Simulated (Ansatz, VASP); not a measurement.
One calculation of C, two programs

The input INCAR:

```
SYSTEM = C
ALGO = Normal
EDIFF = 1E-6
ENCUT = 600
GGA = PS
GGA_COMPAT = .FALSE.
ISIF = 2
ISMEAR = 0
IVDW = 12
LASPH = .TRUE.
LCHARG = .FALSE.
LREAL = .FALSE.
LWAVE = .FALSE.
NBANDS = 16
NELM = 120
PREC = Accurate
SIGMA = 0.15
```

KPOINTS

```
k-points
0
G
  18 12 10
  0 0 0
```

POSCAR

```
C
1.0
   -2.4576582504      0.0000000000      0.0000000000
    0.0000000000      0.0000000000     -3.5294825081
    0.0000000000     -4.2567889574      0.0000000000
C
4
Direct
    0.5000000000      0.0000000000      0.1631428838
    0.0000000000      0.0000000000      0.6631428838
    0.0000000000      0.0000000000      0.3368571162
    0.5000000000      0.0000000000      0.8368571162
```

Input for Ansatz:

```yaml
crystal:
  lattice:
    - [-2.4576582504, 0.0, 0.0]
    - [0.0, 0.0, -3.5294825081]
    - [0.0, -4.2567889574, 0.0]
  atoms:
    - { symbol: C, position: [0.5, 0.0, 0.1631428838] }
    - { symbol: C, position: [0.0, 0.0, 0.6631428838] }
    - { symbol: C, position: [0.0, 0.0, 0.3368571162] }
    - { symbol: C, position: [0.5, 0.0, 0.8368571162] }
basis:
  ecutwfc: 520.0
kpoints:
  mp_grid: { grid: [18, 12, 10] }
hamiltonian:
  xc: pbesol
  pseudopotentials: { kind: paw, azcp: { folder: soft_1 } }
  dispersion: d3bj
scf:
  occupations: { method: gaussian, width: 0.15 }
output:
  forces: true
  stress: true
  eigenvalues: true
  write_density: true
  write_potential: true
  elf: true
  volumetric_format: npy
```

Change from the starting cell: mode 8 frozen in at +0.000 Å and mode 12 at +0.015 Å (largest displacements).

Alike in both runs: task single point; functional PBEsol; dispersion D3(BJ); k mesh 18 × 12 × 10; occupations gaussian, width 0.15 eV; no spin polarisation.

```csv
,VASP,Ansatz
version,VASP 6.6.1,Ansatz 0.2.0
potentials or method,"VASP PAW PBE potentials, release 64 (C), cutoff 600 eV","scalar-relativistic, plane waves, PAW"
valence electrons in the cell,16,16
```

|  | VASP | Ansatz | Ansatz less VASP |
| --- | --- | --- | --- |
| gap on the k mesh at the Fermi level (eV) | none | none | - |
| pressure (GPa) | 0.7 | 0.4 | -0.30 |
| traceless stress, the component that is largest in VASP (GPa) | 4.04 | 3.69 | -0.353 |
| rms of the force components (eV/Å) | 0.996 | 0.993 | -0.0029 |

VASP's potentials were made for PBE, not for PBEsol, and Ansatz warns of the same on its side. Atom by atom the forces differ by 0.003 eV/Å (rms over components). A gap of «none» marks a metal or a gap that the smearing closes.
